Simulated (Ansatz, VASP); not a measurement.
## One calculation of WSe2, two programs

```xyz
6
Lattice="3.2855 0.0000 0.0000 -1.6427 2.8453 0.0000 0.0000 0.0000 24.2386" Properties=species:S:1:pos:R:3 pbc="T T T"
Se    0.0000    1.8969    4.5000
Se    0.0000    1.8969    7.8693
Se    3.2855    0.0000   10.9493
Se    3.2855    0.0000   14.3186
W     1.6427    0.9484    6.1847
W     1.6427    0.9484   12.6340
```

Alike in both runs: task single point; functional PBE; dispersion D3(BJ); k mesh 9 × 9 × 1; occupations gaussian, width 0.05 eV; no spin polarisation.

```csv
,VASP,Ansatz
version,VASP 6.6.1,Ansatz 0.2.0
potentials or method,"VASP PAW PBE potentials, release 64 (Se, W_sv), cutoff 520 eV","scalar-relativistic, plane waves, PAW"
valence electrons in the cell,52,92
```

|  | VASP | Ansatz | Ansatz less VASP |
| --- | --- | --- | --- |
| gap on the k mesh at the Fermi level (eV) | 1.42 | 1.42 | +0.005 |
| least direct gap on the mesh (eV) | 1.66 | 1.66 | +0.004 |
| rms of the force components (eV/Å) | 0.026 | 0.033 | +0.0069 |

VASP's potentials hold 52 valence electrons a cell and Ansatz's 92, so a difference there can come from the potentials and not from the codes.

Neither program's run includes spin-orbit coupling.
